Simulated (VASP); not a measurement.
Set up this calculation in VASP 6.6.1, as the native input.

```yaml
Task: single point
Functional: PBE
Potentials_or_basis: VASP PAW PBE potentials, release 64 (Mn_pv, O)
Cutoff: 520 eV
k_mesh: 14 × 14 × 14
Occupations: fermi-dirac, width 0.0612256 eV
Spin: no spin polarisation
Dipole_correction: no
Further_INCAR_settings: ALGO = Normal; EDIFF = 1e-06; NBANDS = 20
```

The structure of MnO2 (fluorite type) lies in POSCAR:

```
MnO2
1.0
    0.0000000000      2.2627424124      2.2627424124
    2.2627424124      0.0000000000      2.2627424124
    2.2627424124      2.2627424124      0.0000000000
Mn O
1 2
Direct
    0.0000000000      0.0000000000      0.0000000000
    0.2500000000      0.2500000000      0.2500000000
    0.7500000000      0.7500000000      0.7500000000
```

One way to write it, as run:

INCAR

```
SYSTEM = MnO2
ALGO = Normal
EDIFF = 1E-6
ENCUT = 520
GGA = PE
ISIF = 2
ISMEAR = -1
LASPH = .True.
LCHARG = .False.
LREAL = .False.
LWAVE = .False.
NBANDS = 20
NELM = 80
PREC = Accurate
SIGMA = 0.06122561905347299
```

KPOINTS

```
k-points
0
Gamma
  14 14 14
  0 0 0
```

Potentials or basis: VASP PAW PBE potentials, release 64 (Mn_pv, O).

Command:

```bash
$ cat potpaw_PBE.64/Mn_pv/POTCAR potpaw_PBE.64/O/POTCAR > POTCAR
$ mpirun -np 1 vasp_std > vasp.out
```

Results of the run:

```yaml
Pressure: 21.0 GPa
```

Caveat: an odd number of electrons without spin polarisation forces a metal; a magnetic or distorted state may lie lower; the run has no spin polarisation, though such a crystal can be magnetic.

Wall time 27 s on 1 thread of Intel(R) Xeon(R) Platinum 8559C (Emerald Rapids), with other jobs on the host, peak memory 0.16 GiB.
